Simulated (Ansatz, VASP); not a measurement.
## One calculation of MoSe, two programs

Contents of INCAR:

```
SYSTEM = MoSe
PREC = Accurate
ENCUT = 520
EDIFF = 1E-7
ISMEAR = 0
SIGMA = 0.05
LREAL = .FALSE.
LASPH = .TRUE.
NELM = 150
ALGO = Normal
ISIF = 2
LWAVE = .FALSE.
LCHARG = .FALSE.
ISPIN = 2
MAGMOM = 3.5 0
LORBIT = 11
LMAXMIX = 4
LDAU = .TRUE.
LDAUTYPE = 2
LDAUL = 2 -1
LDAUU = 4 0
LDAUJ = 0 0
LDAUPRINT = 1
GGA = PE
NBANDS = 21
```

The input KPOINTS:

```
regular mesh
0
G
  14 14 14
  0 0 0
```

File POSCAR:

```
MoSe
1.0
    0.0000000000      2.6101627283      2.6101627283
    2.6101627283      0.0000000000      2.6101627283
    2.6101627283      2.6101627283      0.0000000000
Mo Se
1 1
Direct
    0.0000000000      0.0000000000      0.0000000000
    0.5000000000      0.5000000000      0.5000000000
```

Input for Ansatz:

```yaml
crystal:
  lattice:
    - [0.0, 2.6101627283, 2.6101627283]
    - [2.6101627283, 0.0, 2.6101627283]
    - [2.6101627283, 2.6101627283, 0.0]
  atoms:
    - { symbol: Mo, position: [0.0, 0.0, 0.0], spin: 3.5 }
    - { symbol: Se, position: [0.5, 0.5, 0.5] }
basis:
  ecutwfc: 420
kpoints:
  mp_grid: { grid: [14, 14, 14] }
hamiltonian:
  xc: pbe
  hubbard: { sites: [{ species: Mo, l: d, u_eff: 4.0 }] }
scf:
  occupations: { method: gaussian, width: 0.05 }
output:
  forces: true
  stress: true
  eigenvalues: true
  populations: true
magnetization:
  spin_polarized: true
```

Alike in both runs: task single point; functional PBE; k mesh 14 × 14 × 14; occupations gaussian, width 0.05 eV; collinear spin; Hubbard terms Mo d U = 4.0 eV.

|  | VASP | Ansatz |
| --- | --- | --- |
| version | VASP 6.6.1 | Ansatz 0.2.0 |
| potentials or method | VASP PAW PBE potentials, release 64 (Mo_sv, Se), cutoff 520 eV | scalar-relativistic, plane waves, PAW |
| valence electrons in the cell | 20 | 30 |

VASP gave:

- gap on the k mesh at the Fermi level (eV): none
- pressure (GPa): 21.9
- net moment per atom (μB): 1.59
- size of the moment on the site where the two differ most (μB): 2.95

Problem. Estimate Ansatz's values.

Solution. gap on the k mesh at the Fermi level (eV): none; pressure (GPa): 28.8; net moment per atom (μB): 1.84; size of the moment on the site where the two differ most (μB): 2.77.

The net moments are unlike, so the other rows may belong to different states. Site moments also hang on the region over which each program counts them. The programs project onto different local orbitals, so the same U acts differently, and such runs can settle in different states. A gap of «none» marks a metal or a gap that the smearing closes. VASP's potentials hold 20 valence electrons a cell and Ansatz's 30, so a difference there can come from the potentials and not from the codes. Ansatz's warnings: filled band counts differ across k points.
